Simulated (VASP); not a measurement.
# ZnS (F-43m) in VASP: single point with PBEsol

Aim: the single point of ZnS with PBEsol.

Everything below comes from runs of VASP 6.6.1. Logs are shortened: lines on timing, memory, paths and dates and some standing lists are left out, and cuts for length are marked.

### 1 The cell of the first run

It takes space group F-43m (No. 216, cubic). The conventional cell has a = 5.531 Å, b = 5.531 Å, c = 5.531 Å, α = 90.00°, β = 90.00°, γ = 90.00°. Zn (site symmetry -43m) has 4 S at 2.39 Å within 3.2 Å. S (site symmetry -43m) has 4 Zn at 2.39 Å within 3.2 Å.

### 2 Single point, PBEsol (Cd replaced by Zn, lengths x 0.947, strained)

INCAR

```
  PREC = Accurate
  ENCUT = 520
  EDIFF = 1E-7
  ISMEAR = 0
  SIGMA = 0.02
  LREAL = F
  LASPH = T
  NELM = 80
  ALGO = Normal
  ISIF = 2
  LWAVE = F
  LCHARG = F
  GGA = PS
  NBANDS = 16
```

KPOINTS

```
regular mesh
0
Gamma
  8 8 8
```

POSCAR

```
ZnS
1.0
    0.0000000000      2.7652973400      2.7652973400
    2.7652973400      0.0000000000      2.7652973400
    2.7652973400      2.7652973400      0.0000000000
Zn S
1 1
Direct
    0.0000000000      0.0000000000      0.0000000000
    0.7500000000      0.7500000000      0.7500000000
```

Potentials or basis: VASP PAW PBE potentials, release 64 (Zn, S).

On the command line:

```bash
$ cat potpaw_PBE.64/Zn/POTCAR potpaw_PBE.64/S/POTCAR > POTCAR
$ mpirun -np 1 vasp_std > vasp.out
```

OUTCAR:

```text
PREC = Accurate
   ENCUT = 520
   EDIFF = 1E-7
   ISMEAR = 0
   LREAL = F
   LASPH = T
   NELM = 80
   ISIF = 2
   GGA = PS

 ion  position               nearest neighbor table
   1  0.000  0.000  0.000-   2 2.39   2 2.39   2 2.39   2 2.39
   2  0.750  0.750  0.750-   1 2.39   1 2.39   1 2.39   1 2.39

  LATTYP: Found a face centered cubic cell.
 ALAT       =     5.5305946800

  Lattice vectors:

 A1 = (   0.0000000000,   2.7652973400,   2.7652973400)
 A2 = (   2.7652973400,   0.0000000000,   2.7652973400)
 A3 = (   2.7652973400,   2.7652973400,   0.0000000000)

Analysis of symmetry for initial positions (statically):
=====================================================================
 Subroutine PRICEL returns:
 Original cell was already a primitive cell.

 Routine SETGRP: Setting up the symmetry group for a
 face centered cubic supercell.

 Subroutine GETGRP returns: Found 24 space group operations
 (whereof 24 operations were pure point group operations)
 out of a pool of 48 trial point group operations.

The static configuration has the point symmetry T_d .

Analysis of symmetry for dynamics (positions and initial velocities):
=====================================================================
 Subroutine PRICEL returns:
 Original cell was already a primitive cell.

 Routine SETGRP: Setting up the symmetry group for a
 face centered cubic supercell.

 Subroutine GETGRP returns: Found 24 space group operations
 (whereof 24 operations were pure point group operations)
 out of a pool of 48 trial point group operations.

The dynamic configuration has the point symmetry T_d .

 Subroutine INISYM returns: Found 24 space group operations
 (whereof 24 operations are pure point group operations),
 and found     1 'primitive' translations

----------------------------------------------------------------------------------------

                                     Primitive cell

  volume of cell :      42.2917

  direct lattice vectors                    reciprocal lattice vectors
     0.000000000  2.765297340  2.765297340    -0.180812382  0.180812382  0.180812382
     2.765297340  0.000000000  2.765297340     0.180812382 -0.180812382  0.180812382
     2.765297340  2.765297340  0.000000000     0.180812382  0.180812382 -0.180812382

  length of vectors
     3.910721002  3.910721002  3.910721002     0.313176233  0.313176233  0.313176233

  position of ions in fractional coordinates (direct lattice)
     0.000000000  0.000000000  0.000000000
     0.750000000  0.750000000  0.750000000

[... 76 lines left out ...]
   EDIFF  = 0.1E-06   stopping-criterion for ELM
   LREAL  =      F    real-space projection
   EDIFFG = 0.1E-05   stopping-criterion for IOM
   NSW    =      0    number of steps for IOM
   IBRION =     -1    ionic relax: 0-MD 1-quasi-New 2-CG
   NFREE  =      0    steps in history (QN), initial steepest desc. (CG)
   ISIF   =      2    stress and relaxation
   ISYM   =      2    0-nonsym 1-usesym 2-fastsym
   POTIM  = 0.5000    time-step for ionic-motion
   TEBEG  =    0.0;   TEEND  =   0.0 temperature during run
   PSTRESS=    0.0 pullay stress
   NELECT =      18.0000    total number of electrons
   NUPDOWN=      -1.0000    fix difference up-down
   EMIN   =  10.00;   EMAX   =-10.00  energy-range for DOS
   EFERMI =   0.00;   METHOD = LEGACY
   ISMEAR =     0;   SIGMA  =   0.02  broadening in eV -4-tet -1-fermi 0-gaus
   EFERMI_NEDOS =   21; number of points for ismear=-14 and -15
   IALGO  =     38    algorithm
   IMIX   =      4    mixing-type and parameters
     AMIX     =   0.40;   BMIX     =  1.00
     AMIX_MAG =   1.60;   BMIX_MAG =  1.00
  volume/ion in A,a.u.               =      21.15       142.70
  Fermi-wavevector in a.u.,A,eV,Ry     =   1.231442  2.327087 20.632534  1.516448
  Thomas-Fermi vector in A             =   2.366251
   LORBIT       =      0    0 simple, 1 ext, 2 COOP (PROOUT), +10 PAW based schemes
   GGA     = PS    functional components
   LHFCALC =     F    Hartree Fock is set to
   AEXX    =    0.0000 exact exchange contribution
   IVDW    =     0    specifies the selected vdW correction
   LEPSILON=     F    determine dielectric tensor
   LRPA    =     F    only Hartree local field effects (RPA)
 non-spin polarized calculation
 Gauss-broadening in eV      SIGMA  =   0.02
  energy-cutoff  :      520.00
  volume of cell :       42.29
 maximum number of plane-waves:      1158
 NGX is ok and might be reduce to    30
   NGX = 15   NGY = 15   NGZ = 15

 number of electron      17.9999989 magnetization

 Free energy of the ion-electron system (eV)
  ---------------------------------------------------
  ext. energy  EPLUGINS =         0.00000000
  ---------------------------------------------------
  free energy    TOTEN  =        -7.51285292 eV

  energy without entropy =       -7.51285292  energy(sigma->0) =       -7.51285292

 E-fermi :   1.5308     XC(G=0):  -9.5273

 val. band max:        1.3920503103   @ k =   0.0000   0.0000   0.0000
 cond. band min:       3.0772923439   @ k =   0.0000   0.0000   0.0000
 fundamental gap:      1.6852420336
 Fermi energy:         1.5307574836

 k-point     1 :       0.0000    0.0000    0.0000
  band No.  band energies     occupation
      1     -11.3004      2.00000
      2      -4.7242      2.00000
      3      -4.7242      2.00000
      4      -4.7242      2.00000
      5      -4.3031      2.00000
      6      -4.3031      2.00000
[... 433 lines left out ...]
      3      -4.5643      2.00000
      4      -4.3418      2.00000
      5      -4.2915      2.00000
      6      -4.0665      2.00000
[... 8 lines left out ...]
     15      14.4778      0.00000
     16      15.2930      0.00000

 [... further k-points ...]

------------------------ aborting loop because EDIFF is reached ----------------------------------------

  FORCE on cell =-STRESS in cart. coord.  units (eV):
  Direction    XX          YY          ZZ          XY          YZ          ZX
  --------------------------------------------------------------------------------------
  -------------------------------------------------------------------------------------
  Total       -1.5742453     -1.5742453     -1.5742453      0.0000000      0.0000000     -0.0000000
  in kB      -59.6386049    -59.6386049    -59.6386049      0.0000000      0.0000000     -0.0000000
  external PRESSURE =     -59.6386049 kB  Pullay stress =       0.0000000 kB

 VOLUME and BASIS-vectors are now :
 -----------------------------------------------------------------------------
  energy-cutoff  :      520.00
  volume of cell :       42.29
      direct lattice vectors                 reciprocal lattice vectors
     0.000000000  2.765297340  2.765297340    -0.180812382  0.180812382  0.180812382
     2.765297340  0.000000000  2.765297340     0.180812382 -0.180812382  0.180812382
     2.765297340  2.765297340  0.000000000     0.180812382  0.180812382 -0.180812382

 POSITION                                       TOTAL-FORCE (eV/Angst)
 -----------------------------------------------------------------------------------
      0.00000      0.00000      0.00000        -0.000000     -0.000000     -0.000000
      4.14795      4.14795      4.14795         0.000000      0.000000      0.000000
 -----------------------------------------------------------------------------------
    total drift:                               -0.000000     -0.000000     -0.000000

  FREE ENERGIE OF THE ION-ELECTRON SYSTEM (eV)
  ---------------------------------------------------
  free  energy   TOTEN  =        -7.5128529159 eV

  energy  without entropy=       -7.5128529159  energy(sigma->0) =       -7.51285292
```

OSZICAR:

```text
N       E                     dE             d eps       ncg     rms          rms(c)
DAV:   1     0.908938028758E+02    0.90894E+02   -0.89794E+03   928   0.132E+03
DAV:   2    -0.151521893110E+01   -0.92409E+02   -0.86086E+02   992   0.264E+02
DAV:   3    -0.784776853620E+01   -0.63325E+01   -0.63034E+01  1192   0.670E+01
DAV:   4    -0.791409331001E+01   -0.66325E-01   -0.66310E-01  1088   0.702E+00
DAV:   5    -0.791488924631E+01   -0.79594E-03   -0.79593E-03  1240   0.745E-01    0.583E+00
DAV:   6    -0.753431867296E+01    0.38057E+00   -0.77775E-01  1384   0.310E+01    0.466E+00
DAV:   7    -0.751626635647E+01    0.18052E-01   -0.20382E-01  1048   0.432E+00    0.227E+00
DAV:   8    -0.751288841477E+01    0.33779E-02   -0.43850E-03  1328   0.743E-01    0.519E-01
DAV:   9    -0.751276180446E+01    0.12661E-03   -0.86969E-04  1128   0.257E-01    0.101E-01
DAV:  10    -0.751285498092E+01   -0.93176E-04   -0.13574E-04  1160   0.878E-02    0.233E-02
DAV:  11    -0.751285251208E+01    0.24688E-05   -0.13542E-05  1112   0.341E-02    0.564E-03
DAV:  12    -0.751285298115E+01   -0.46908E-06   -0.24228E-06  1272   0.188E-02    0.266E-03
DAV:  13    -0.751285291592E+01    0.65231E-07   -0.50591E-07  1168   0.772E-03
   1 F= -.75128529E+01 E0= -.75128529E+01  d E =-.853197E-25
```

Run time: 24 s. Hardware: 1 thread of AMD EPYC 7R43 (Zen 3), shared host; peak memory 0.14 GiB.

Results:

```
Free energy            : -7.5129 eV
Pressure               : -6.0 GPa
Band gap on the k mesh : 1.69 eV, direct
```

Caveat: the cell differs from its parent crystal (Cd replaced by Zn, lengths x 0.947, strained); the PAW data sets were made with another functional, which shifts forces and pressure a little.
